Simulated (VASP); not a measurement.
# As in VASP: notebook, part 2 of 2

VASP 6.6.1. Earlier steps stand in the parts before.

### Step 5. Single point, LDA

Input file INCAR:

```
PREC     = Accurate       # precision mode
ENCUT    = 520            # plane-wave cutoff, eV
EDIFF    = 1E-6           # SCF threshold, eV
ISMEAR   = -1             # smearing method
SIGMA    = 0.1            # smearing width, eV
LREAL    = F              # projectors in reciprocal space
LASPH    = T              # aspherical terms in the spheres
NELM     = 100            # most SCF steps
ALGO     = Normal         # electronic algorithm
ISIF     = 2              # what is computed and relaxed
LWAVE    = F              # write WAVECAR
LCHARG   = F              # write CHGCAR
NBANDS   = 8              # bands
```

Input file KPOINTS:

```
regular mesh
0
Gamma
  13 13 13
```

Input file POSCAR:

```
As
1.0
    2.7036800000      0.0225306667      0.0000000000
    0.0225306667      2.7036800000      0.0000000000
    0.0000000000      0.0000000000      2.7036800000
As
1
Direct
    0.5000000000      0.5000000000      0.5000000000
```

Potentials or basis: VASP PAW LDA potentials, release 64 (As).

Started as:

```
> cat potpaw_LDA.64/As/POTCAR > POTCAR
> mpirun -np 1 vasp_std > vasp.out
```

OUTCAR:

```text
PREC = Accurate
   ENCUT = 520
   EDIFF = 1E-6
   ISMEAR = -1
   LREAL = F
   LASPH = T
   NELM = 100
   ISIF = 2

 ion  position               nearest neighbor table
   1  0.500  0.500  0.500-

  LATTYP: Found a base centered orthorhombic cell.
 ALAT       =     3.7917177499
 B/A-ratio  =     1.0168067227
 C/A-ratio  =     0.7130488550

  Lattice vectors:

 A1 = (  -0.0225306667,  -2.7036800000,   0.0000000000)
 A2 = (   2.7036800000,   0.0225306667,   0.0000000000)
 A3 = (   0.0000000000,   0.0000000000,   2.7036800000)

Analysis of symmetry for initial positions (statically):
=====================================================================
 Subroutine PRICEL returns:
 Original cell was already a primitive cell.

 Routine SETGRP: Setting up the symmetry group for a
 base centered orthorhombic supercell.

 Subroutine GETGRP returns: Found  8 space group operations
 (whereof  8 operations were pure point group operations)
 out of a pool of  8 trial point group operations.

The static configuration has the point symmetry D_2h.

Analysis of symmetry for dynamics (positions and initial velocities):
=====================================================================
 Subroutine PRICEL returns:
 Original cell was already a primitive cell.

 Routine SETGRP: Setting up the symmetry group for a
 base centered orthorhombic supercell.

 Subroutine GETGRP returns: Found  8 space group operations
 (whereof  8 operations were pure point group operations)
 out of a pool of  8 trial point group operations.

The dynamic configuration has the point symmetry D_2h.

 Subroutine INISYM returns: Found  8 space group operations
 (whereof  8 operations are pure point group operations),
 and found     1 'primitive' translations
[... 102 lines left out ...]
   TEBEG  =    0.0;   TEEND  =   0.0 temperature during run
   PSTRESS=    0.0 pullay stress
   NELECT =       5.0000    total number of electrons
   NUPDOWN=      -1.0000    fix difference up-down
   EMIN   =  10.00;   EMAX   =-10.00  energy-range for DOS
   EFERMI =   0.00;   METHOD = LEGACY
   ISMEAR =    -1;   SIGMA  =   0.10  broadening in eV -4-tet -1-fermi 0-gaus
   EFERMI_NEDOS =   21; number of points for ismear=-14 and -15
   IALGO  =     38    algorithm
   IMIX   =      4    mixing-type and parameters
     AMIX     =   0.40;   BMIX     =  1.00
     AMIX_MAG =   1.60;   BMIX_MAG =  1.00
  volume/ion in A,a.u.               =      19.76       133.36
  Fermi-wavevector in a.u.,A,eV,Ry     =   1.035427  1.956674 14.586937  1.072110
  Thomas-Fermi vector in A             =   2.169770
   LORBIT       =      0    0 simple, 1 ext, 2 COOP (PROOUT), +10 PAW based schemes
   GGA     = CA    functional components
   LHFCALC =     F    Hartree Fock is set to
   AEXX    =    0.0000 exact exchange contribution
   IVDW    =     0    specifies the selected vdW correction
   LEPSILON=     F    determine dielectric tensor
   LRPA    =     F    only Hartree local field effects (RPA)
 non-spin polarized calculation
  energy-cutoff  :      520.00
  volume of cell :       19.76
 maximum number of plane-waves:       546
   NGX = 11   NGY = 11   NGZ = 11

 number of electron       5.0000001 magnetization

 Free energy of the ion-electron system (eV)
  ---------------------------------------------------
  ext. energy  EPLUGINS =         0.00000000
  ---------------------------------------------------
  free energy    TOTEN  =        -5.33569006 eV

  energy without entropy =       -5.32661332  energy(sigma->0) =       -5.33115169

 E-fermi :   6.0201     XC(G=0): -10.5912

 val. band max:        6.0003909913   @ k =  -0.3077   0.1538   0.2308
 cond. band min:       6.0367301458   @ k =  -0.2308   0.2308   0.3077
 fundamental gap:      0.0363391545
 Fermi energy:         6.0201313486

 k-point     1 :       0.0000    0.0000    0.0000
  band No.  band energies     occupation
      1      -9.0438      2.00000
      2       9.9951      0.00000
      3      10.0425      0.00000
      4      10.0952      0.00000
      5      14.5254      0.00000
      6      14.5292      0.00000
      7      16.3588      0.00000
      8      30.8064      0.00000
[... 243 lines left out ...]
 k-point    24 :       0.4615    0.1538    0.0000
  band No.  band energies     occupation
      1      -5.5876      2.00000
      2      -0.4015      2.00000
      3       8.9849      0.00000
      4      12.6181      0.00000
      5      15.3888      0.00000
      6      18.7629      0.00000
      7      21.2172      0.00000
      8      21.7597      0.00000

 [... further k-points ...]
[... 5 lines left out ...]
  --------------------------------------------------------------------------------------
  -------------------------------------------------------------------------------------
  Total       -0.3141302     -0.3141302     -0.3139159     -0.0647187      0.0000000      0.0000000
  in kB      -25.4673965    -25.4673965    -25.4500253     -5.2469219      0.0000000      0.0000000
  external PRESSURE =     -25.4616061 kB  Pullay stress =       0.0000000 kB

 VOLUME and BASIS-vectors are now :
 -----------------------------------------------------------------------------
  energy-cutoff  :      520.00
  volume of cell :       19.76
      direct lattice vectors                 reciprocal lattice vectors
     2.703680000  0.022530667  0.000000000     0.369891943 -0.003082433  0.000000000
     0.022530667  2.703680000  0.000000000    -0.003082433  0.369891943  0.000000000
     0.000000000  0.000000000  2.703680000     0.000000000  0.000000000  0.369866256

 POSITION                                       TOTAL-FORCE (eV/Angst)
 -----------------------------------------------------------------------------------
      1.36311      1.36311      1.35184        -0.000000      0.000000      0.000000
 -----------------------------------------------------------------------------------
    total drift:                                0.000000      0.000000      0.000000

  FREE ENERGIE OF THE ION-ELECTRON SYSTEM (eV)
  ---------------------------------------------------
  free  energy   TOTEN  =        -5.3356900613 eV

  energy  without entropy=       -5.3266133187  energy(sigma->0) =       -5.33115169
```

OSZICAR:

```text
N       E                     dE             d eps       ncg     rms          rms(c)
DAV:   1     0.769479769116E+01    0.76948E+01   -0.20830E+03  5568   0.459E+02
DAV:   2    -0.518986443669E+01   -0.12885E+02   -0.12404E+02  7520   0.601E+01
DAV:   3    -0.534206509995E+01   -0.15220E+00   -0.15192E+00  6232   0.901E+00
DAV:   4    -0.534224133202E+01   -0.17623E-03   -0.17623E-03  8608   0.350E-01
DAV:   5    -0.534224141717E+01   -0.85153E-07   -0.85356E-07  6352   0.446E-03    0.228E+00
DAV:   6    -0.533815770120E+01    0.40837E-02   -0.40051E-04  7120   0.149E-01    0.135E+00
DAV:   7    -0.533568238903E+01    0.24753E-02   -0.10015E-03  6184   0.230E-01    0.621E-02
DAV:   8    -0.533568970831E+01   -0.73193E-05   -0.11978E-05  8136   0.252E-02    0.756E-03
DAV:   9    -0.533569006130E+01   -0.35299E-06   -0.17771E-07  4704   0.312E-03
   1 F= -.53356901E+01 E0= -.53311517E+01  d E =-.907674E-02
```

stdout:

```text
POSCAR found type information on POSCAR As
 POSCAR found :  1 types and       1 ions
 scaLAPACK will be used
 LDA part: xc-table for (Slater(with rela. corr.)+CA(PZ))
 , standard interpolation
 POSCAR, INCAR and KPOINTS ok, starting setup
 FFT: planning ... GRIDC
 FFT: planning ... GRID_SOFT
 FFT: planning ... GRID
 WAVECAR not read
 entering main loop
```

It took 13 s on 1 thread of Intel Xeon 6975P-C (Granite Rapids), shared host; peak memory 0.15 GiB.

What came out:

| Quantity | Value |
| --- | --- |
| Free energy | -5.3357 eV |
| Pressure | -2.5 GPa |

Levels at points of the mesh, in eV from the Fermi level:
```tsv
k point	band 1	band 2	band 3	band 4	band 5	band 6
(0.00, 0.00, 0.00)	-15.06	3.97	4.02	4.08	8.51	8.51
```

### Step 6. Single point, LDA

Input file INCAR:

```
SYSTEM = As
  PREC = Accurate
  ENCUT = 520
  EDIFF = 1E-6
  ISMEAR = -1
  SIGMA = 0.1
  LREAL = .False.
  LASPH = .True.
  NELM = 60
  ALGO = Normal
  ISIF = 2
  LWAVE = .False.
  LCHARG = .False.
  GGA = CA
  NBANDS = 8
```

Input file KPOINTS:

```
regular mesh
0
Gamma
  13 13 13
  0 0 0
```

Input file POSCAR:

```
As
1.0
    2.7036800000      0.0450613333      0.0000000000
    0.0450613333      2.7036800000      0.0000000000
    0.0000000000      0.0000000000      2.7036800000
As
1
Direct
    0.5000000000      0.5000000000      0.5000000000
```

Potentials or basis: VASP PAW LDA potentials, release 64 (As).

Started as:

```
> cat potpaw_LDA.64/As/POTCAR > POTCAR
> mpirun -np 1 vasp_std > vasp.out
```

It took 12 s on 1 thread of Intel Xeon 6975P-C (Granite Rapids), shared host; peak memory 0.15 GiB.

Results (log left out):

* Free energy: -5.3342 eV
* Pressure: -2.5 GPa

Stress tensor (GPa, compression positive):
```
-2.53 -1.03  0.00
-1.03 -2.53  0.00
 0.00  0.00 -2.54
```

Levels at points of the mesh, in eV from the Fermi level:
```
           k point  band 1  band 2  band 3  band 4  band 5  band 6  band 7
(0.00, 0.00, 0.00)  -15.06    3.93    4.02    4.13    8.51    8.52   10.35
```

### Step 7. The runs side by side

```csv
cell,gap on the mesh (eV),pressure (GPa)
"a = 2.704 Å, 1 atom",none,-2.5
"a = 2.704 Å, angles 90.0, 90.0, 91.9°, 1 atom",none,-2.5
"a = 2.704 Å, angles 90.0, 90.0, 91.0°, 1 atom",none,-2.5
"a = 2.704 Å, angles 90.0, 90.0, 89.0°, 1 atom",none,-2.5
"a = 2.704 Å, angles 90.0, 90.0, 88.1°, 1 atom",none,-2.5
```

Alike in all rows: task single point; level LDA; potentials or basis VASP PAW LDA potentials, release 64 (As); no spin polarisation; k mesh 13 × 13 × 13; cutoff (eV) 520; smearing fermi-dirac 0.1 eV.

Total energies depend on the potentials used, so only differences within one code and one set of settings carry meaning.
